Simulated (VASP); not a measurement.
A run of VASP 6.6.1:

INCAR

```
ALGO = Fast
EDIFF = 1E-6
ENCUT = 520
GGA = PE
ISIF = 2
ISMEAR = 0
ISPIN = 2
LASPH = True
LCHARG = False
LMAXMIX = 4
LORBIT = 11
LREAL = False
LWAVE = False
MAGMOM = 0.825 0.825
NBANDS = 20
NELM = 150
NUPDOWN = 1.65
PREC = Accurate
SIGMA = 0.15
```

KPOINTS

```
k-points
0
Gamma
  24 24 12
```

The input POSCAR:

```
Co
1.0
    2.5607048027      0.0000000000      0.0000000000
   -1.2803524014      2.2176354108      0.0000000000
    0.0000000000      0.0000000000      4.1414337872
Co
2
Direct
    0.6666666667      0.3333333333      0.2500000000
    0.3333333333      0.6666666667      0.7500000000
```

Potentials or basis: VASP PAW PBE potentials, release 64 (Co).

Command:

```sh
$ cat potpaw_PBE.64/Co/POTCAR > POTCAR
$ mpirun -np 1 vasp_std > vasp.out
```

Hardware: 1 thread of AMD EPYC 9R45 96-Core Processor (Zen 5), on a shared host.

Task: Estimate the wall time of this run.

Result: It took 3.9 min on 1 thread of AMD EPYC 9R45 96-Core Processor (Zen 5), with other jobs on the host, peak memory 0.33 GiB. Counts: scf iterations 13, k points 427.
